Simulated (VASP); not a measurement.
# MgTl4 (P6/mmm) in VASP: further runs

MgTl4 is run at these levels: PBE; tasks: single point, relaxation of cell and atoms.

Program: VASP 6.6.1. These are calculated values, not measurements. Logs are shortened: lines on timing, memory, paths and dates and some standing lists are left out, and cuts for length are marked.

## Step 1: The cell of the first run

Symmetry: P6/mmm, No. 191, hexagonal system. The conventional cell has a = 5.630 Å, b = 5.630 Å, c = 5.592 Å, α = 90.00°, β = 90.00°, γ = 120.00°. Within 3.7 Å of Mg (site symmetry 6/mmm) lie 8 Tl at 2.80 to 2.82 Å. Within 3.7 Å of Tl (site symmetry mmm) lie 4 Tl at 2.82 Å and 2 Mg at 2.82 Å. Within 3.7 Å of Tl (site symmetry 6/mmm) lie 2 Mg at 2.80 Å.

The cell was built from a structure type or drawn by symmetry, and may not be a known phase.

## Step 2: Single point, PBE

Input file INCAR:

```
PREC = Accurate
ENCUT = 600
EDIFF = 1E-6
ISMEAR = 0
SIGMA = 0.1
LREAL = F
LASPH = T
NELM = 120
ALGO = Normal
ISIF = 2
LWAVE = F
LCHARG = T
GGA = PE
LELF = T
LVHAR = T
NBANDS = 35
GGA_COMPAT = F
```

Input file KPOINTS:

```
regular mesh
0
Gamma
  6 6 4
```

Input file POSCAR:

```
MgTl4
1.0
    5.6300176200      0.0000000000      0.0000000000
   -2.8150088100      4.8757382800      0.0000000000
    0.0000000000      0.0000000000      5.5922084600
Mg Tl
1 4
Direct
    0.0000000000      0.0000000000      0.5000000000
    0.5000000000      0.0000000000      0.5000000000
    0.0000000000      0.5000000000      0.5000000000
    0.5000000000      0.5000000000      0.5000000000
    0.0000000000      0.0000000000      0.0000000000
```

Potentials or basis: VASP PAW PBE potentials, release 64 (Mg, Tl_d).

Launch:

```
cat potpaw_PBE.64/Mg/POTCAR potpaw_PBE.64/Tl_d/POTCAR > POTCAR
mpirun -np 1 vasp_std > vasp.out
```

OUTCAR:

```text
PREC = Accurate
   ENCUT = 600
   EDIFF = 1E-6
   ISMEAR = 0
   LREAL = F
   LASPH = T
   NELM = 120
   ISIF = 2
   GGA = PE

 ion  position               nearest neighbor table
   1  0.000  0.000  0.500-   5 2.80   5 2.80   3 2.82   4 2.82   3 2.82   4 2.82   2 2.82   2 2.82

   2  0.500  0.000  0.500-   3 2.82   4 2.82   4 2.82   3 2.82   1 2.82   1 2.82   5 3.97   5 3.97
                             5 3.97   5 3.97
   3  0.000  0.500  0.500-   1 2.82   2 2.82   1 2.82   2 2.82   4 2.82   4 2.82   5 3.97   5 3.97
                             5 3.97   5 3.97
   4  0.500  0.500  0.500-   1 2.82   2 2.82   2 2.82   1 2.82   3 2.82   3 2.82   5 3.97   5 3.97
                             5 3.97   5 3.97
   5  0.000  0.000  0.000-   1 2.80   1 2.80   4 3.97   3 3.97   3 3.97   4 3.97   3 3.97   3 3.97
                             4 3.97   4 3.97   2 3.97   2 3.97   2 3.97   2 3.97

  LATTYP: Found a hexagonal cell.
 ALAT       =     5.6300176200
 C/A-ratio  =     0.9932843620

  Lattice vectors:

 A1 = (   5.6300176200,   0.0000000000,   0.0000000000)
 A2 = (  -2.8150088100,   4.8757382800,   0.0000000000)
 A3 = (   0.0000000000,   0.0000000000,   5.5922084600)

Analysis of symmetry for initial positions (statically):
=====================================================================
 Subroutine PRICEL returns:
 Original cell was already a primitive cell.

 Routine SETGRP: Setting up the symmetry group for a
 hexagonal supercell.

 Subroutine GETGRP returns: Found 24 space group operations
 (whereof 24 operations were pure point group operations)
 out of a pool of 24 trial point group operations.

The static configuration has the point symmetry D_6h.

Analysis of symmetry for dynamics (positions and initial velocities):
=====================================================================
 Subroutine PRICEL returns:
 Original cell was already a primitive cell.

 Routine SETGRP: Setting up the symmetry group for a
 hexagonal supercell.

 Subroutine GETGRP returns: Found 24 space group operations
 (whereof 24 operations were pure point group operations)
 out of a pool of 24 trial point group operations.

The dynamic configuration has the point symmetry D_6h.

 Subroutine INISYM returns: Found 24 space group operations
 (whereof 24 operations are pure point group operations),
 and found     1 'primitive' translations

----------------------------------------------------------------------------------------

                                     Primitive cell
[... 95 lines left out ...]
   EDIFFG = 0.1E-04   stopping-criterion for IOM
   NSW    =      0    number of steps for IOM
   IBRION =     -1    ionic relax: 0-MD 1-quasi-New 2-CG
   NFREE  =      0    steps in history (QN), initial steepest desc. (CG)
   ISIF   =      2    stress and relaxation
   ISYM   =      2    0-nonsym 1-usesym 2-fastsym
   POTIM  = 0.5000    time-step for ionic-motion
   TEBEG  =    0.0;   TEEND  =   0.0 temperature during run
   PSTRESS=    0.0 pullay stress
   NELECT =      54.0000    total number of electrons
   NUPDOWN=      -1.0000    fix difference up-down
   EMIN   =  10.00;   EMAX   =-10.00  energy-range for DOS
   EFERMI =   0.00;   METHOD = LEGACY
   ISMEAR =     0;   SIGMA  =   0.10  broadening in eV -4-tet -1-fermi 0-gaus
   EFERMI_NEDOS =   21; number of points for ismear=-14 and -15
   IALGO  =     38    algorithm
   IMIX   =      4    mixing-type and parameters
     AMIX     =   0.40;   BMIX     =  1.00
     AMIX_MAG =   1.60;   BMIX_MAG =  1.00
  volume/ion in A,a.u.               =      30.70       207.19
  Fermi-wavevector in a.u.,A,eV,Ry     =   1.155655  2.183872 18.171108  1.335539
  Thomas-Fermi vector in A             =   2.292282
   LORBIT       =      0    0 simple, 1 ext, 2 COOP (PROOUT), +10 PAW based schemes
   GGA     = PE    functional components
   LHFCALC =     F    Hartree Fock is set to
   AEXX    =    0.0000 exact exchange contribution
   IVDW    =     0    specifies the selected vdW correction
   LEPSILON=     F    determine dielectric tensor
   LRPA    =     F    only Hartree local field effects (RPA)
 non-spin polarized calculation
 Gauss-broadening in eV      SIGMA  =   0.10
  energy-cutoff  :      600.00
  volume of cell :      153.51
 maximum number of plane-waves:      5151
 NGX is ok and might be reduce to    48
   NGX = 23   NGY = 23   NGZ = 23

 number of electron      53.9999991 magnetization

 Free energy of the ion-electron system (eV)
  ---------------------------------------------------
  ext. energy  EPLUGINS =         0.00000000
  ---------------------------------------------------
  free energy    TOTEN  =        -7.48106529 eV

  energy without entropy =       -7.47206029  energy(sigma->0) =       -7.47656279

 E-fermi :   5.2675     XC(G=0):  -8.9987

 val. band max:        5.2093170275   @ k =   0.1667   0.1667   0.5000
 cond. band min:       5.3228926451   @ k =   0.3333   0.3333   0.0000
 fundamental gap:      0.1135756175
 Fermi energy:         5.2674520915

 k-point     1 :       0.0000    0.0000    0.0000
  band No.  band energies     occupation
      1      -8.7732      2.00000
      2      -8.2333      2.00000
      3      -8.2333      2.00000
      4      -7.7577      2.00000
      5      -7.6866      2.00000
      6      -7.3208      2.00000
[... 787 lines left out ...]
     34      11.6217      0.00000
     35      11.7853      0.00000

------------------------ aborting loop because EDIFF is reached ----------------------------------------

  FORCE on cell =-STRESS in cart. coord.  units (eV):
  Direction    XX          YY          ZZ          XY          YZ          ZX
  --------------------------------------------------------------------------------------
  -------------------------------------------------------------------------------------
  Total       15.9678922     15.9678922      2.0119099      0.0000000      0.0000000      0.0000000
  in kB      166.6574308    166.6574306     20.9983721      0.0000000      0.0000000      0.0000000
  external PRESSURE =     118.1044112 kB  Pullay stress =       0.0000000 kB

 VOLUME and BASIS-vectors are now :
 -----------------------------------------------------------------------------
  energy-cutoff  :      600.00
  volume of cell :      153.51
      direct lattice vectors                 reciprocal lattice vectors
     5.630017620  0.000000000  0.000000000     0.177619338  0.102548572  0.000000000
    -2.815008810  4.875738280  0.000000000     0.000000000  0.205097145  0.000000000
     0.000000000  0.000000000  5.592208460     0.000000000  0.000000000  0.178820229

 POSITION                                       TOTAL-FORCE (eV/Angst)
 -----------------------------------------------------------------------------------
      0.00000      0.00000      2.79610         0.000000      0.000000      0.000000
      2.81501      0.00000      2.79610         0.000000      0.000000      0.000000
     -1.40750      2.43787      2.79610         0.000000      0.000000      0.000000
      1.40750      2.43787      2.79610         0.000000      0.000000      0.000000
      0.00000      0.00000      0.00000        -0.000000      0.000000      0.000000
 -----------------------------------------------------------------------------------
    total drift:                                0.000000     -0.000000     -0.000000

  FREE ENERGIE OF THE ION-ELECTRON SYSTEM (eV)
  ---------------------------------------------------
  free  energy   TOTEN  =        -7.4810652931 eV

  energy  without entropy=       -7.4720602853  energy(sigma->0) =       -7.47656279
```

OSZICAR:

```text
N       E                     dE             d eps       ncg     rms          rms(c)
DAV:   1     0.322478472356E+03    0.32248E+03   -0.29908E+04  1470   0.156E+03
DAV:   2     0.953637622967E+00   -0.32152E+03   -0.31638E+03  1613   0.336E+02
DAV:   3    -0.769499774175E+01   -0.86486E+01   -0.85047E+01  1660   0.465E+01
DAV:   4    -0.780979387293E+01   -0.11480E+00   -0.11466E+00  1641   0.484E+00
DAV:   5    -0.781200139420E+01   -0.22075E-02   -0.22075E-02  1689   0.692E-01    0.100E+01
DAV:   6    -0.755208062757E+01    0.25992E+00   -0.34738E-01  1536   0.366E+00    0.618E+00
DAV:   7    -0.748397308708E+01    0.68108E-01   -0.30752E-01  1540   0.317E+00    0.999E-01
DAV:   8    -0.748082974483E+01    0.31433E-02   -0.40844E-02  1541   0.126E+00    0.126E-01
DAV:   9    -0.748095809630E+01   -0.12835E-03   -0.11442E-03  1715   0.178E-01    0.594E-02
DAV:  10    -0.748104663867E+01   -0.88542E-04   -0.12118E-04  1538   0.592E-02    0.178E-02
DAV:  11    -0.748105859004E+01   -0.11951E-04   -0.13533E-05  1580   0.157E-02    0.830E-03
DAV:  12    -0.748106441589E+01   -0.58259E-05   -0.12042E-05  1213   0.135E-02    0.271E-03
DAV:  13    -0.748106529310E+01   -0.87721E-06   -0.12011E-06  1122   0.629E-03
   1 F= -.74810653E+01 E0= -.74765628E+01  d E =-.900501E-02
```

It took 3.3 min on 1 thread of Intel Xeon 8259CL, shared host; peak memory 0.38 GiB.

What came out:

| Quantity | Value |
| --- | --- |
| Free energy | -7.4811 eV |
| Pressure | 11.8 GPa |
| Band gap on the k mesh | zero (bands 27 and 28 overlap by 3.20 eV) |

Levels at points of the mesh, in eV from the Fermi level:
| k point | band 23 | band 24 | band 25 | band 26 | band 27 | band 28 | band 29 | band 30 | band 31 | band 32 |
| --- | --- | --- | --- | --- | --- | --- | --- | --- | --- | --- |
| (0.00, 0.00, 0.00) | -3.43 | -3.43 | -3.21 | -2.88 | -2.85 | -2.85 | 1.72 | 2.09 | 2.84 | 2.84 |
| (0.50, 0.00, 0.00) | -6.20 | -4.95 | -2.51 | -1.33 | -0.34 | 0.77 | 1.40 | 2.63 | 2.93 | 2.96 |
| (0.00, 0.00, 0.50) | -3.37 | -3.37 | -3.16 | -2.46 | -2.46 | -0.84 | -0.83 | 1.31 | 1.31 | 2.61 |
| (0.50, 0.00, 0.50) | -6.60 | -4.76 | -3.91 | -2.23 | 0.17 | 0.82 | 1.61 | 2.47 | 2.99 | 4.42 |

Caveat: the cell stands under pressure; spin-orbit coupling is left out, which moves the levels of the heavy elements.

(Part 1 of 2 ends here.)
